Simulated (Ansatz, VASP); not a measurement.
One calculation of I, two programs

```xyz
2
Lattice="13.0000 0.0000 0.0000 0.0000 13.3000 0.0000 0.0000 0.0000 13.6000" Properties=species:S:1:pos:R:3 pbc="T T T"
I     5.1550    6.6500    6.8000
I     7.8450    6.6500    6.8000
```

Alike in both runs: task relaxation of the atoms; functional PBEsol; k mesh 1 × 1 × 1; occupations gaussian, width 0.01 eV; no spin polarisation.

```csv
,VASP,Ansatz
version,VASP 6.6.1,Ansatz 0.2.0
potentials or method,"VASP PAW PBE potentials, release 64 (I), cutoff 520 eV","scalar-relativistic, plane waves, PAW"
valence electrons in the cell,14,34
```

|  | VASP | Ansatz | Ansatz less VASP |
| --- | --- | --- | --- |
| gap on the k mesh at the Fermi level, each at its own relaxed structure (eV) | 1.88 | 1.87 | -0.009 |

VASP's potentials were made for PBE, not for PBEsol. VASP's potentials hold 14 valence electrons a cell and Ansatz's 34, so a difference there can come from the potentials and not from the codes. Ansatz's warnings: stress scf threshold loose.

Spin-orbit coupling is off throughout.
